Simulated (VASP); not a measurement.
Wanted: the native input for a VASP 6.6.1 run.

* Task: single point
* Functional: PBE
* Potentials or basis: VASP PAW PBE potentials, release 64 (Na_pv, Cl)
* Cutoff: 520 eV
* k mesh: 2 × 2 × 2
* Occupations: gaussian, width 0.1 eV
* Spin: collinear spin, ferromagnetic start
* Starting moments: [0.0, 2.0] μB
* Dipole correction: no
* Further INCAR settings: ALGO = Normal; EDIFF = 1e-07; NBANDS = 18

The structure of NaCl lies in POSCAR:

```
NaCl
1.0
    3.5021900000      0.0000000000      0.0000000000
    0.0000000000      3.5021900000      0.0000000000
    0.0000000000      0.0000000000      3.5021900000
Na Cl
1 1
Direct
    0.0000000000      0.0000000000      0.0000000000
    0.5000000000      0.5000000000      0.5000000000
```

One way to write it, as run:

INCAR

```
SYSTEM = NaCl
ALGO = Normal ; EDIFF = 1E-7
ENCUT = 520 ; GGA = PE
ISIF = 2 ; ISMEAR = 0
ISPIN = 2 ; LASPH = .True.
LCHARG = .False. ; LORBIT = 11
LREAL = .False. ; LWAVE = .False.
MAGMOM = 0 2 ; NBANDS = 18
NELM = 150 ; PREC = Accurate
SIGMA = 0.1
```

KPOINTS

```
k-points
0
Gamma
  2 2 2
  0 0 0
```

Potentials or basis: VASP PAW PBE potentials, release 64 (Na_pv, Cl).

Launch:

```sh
$ cat potpaw_PBE.64/Na_pv/POTCAR potpaw_PBE.64/Cl/POTCAR > POTCAR
$ mpirun -np 1 vasp_std > vasp.out
```

It gave:

* Pressure: 3.8 GPa
* Band gap on the k mesh: 3.80 eV, indirect (least direct gap 4.30 eV)
* Net moment: 0.00 μB per cell
* Valence electrons inside the program's atomic spheres: Na 5.99; Cl 5.21

Caveat: the k points lie up to 0.90 Å⁻¹ apart.

Wall time 5.9 s on 1 thread of Intel(R) Xeon(R) Platinum 8488C (Sapphire Rapids), with other jobs on the host, peak memory 0.16 GiB.
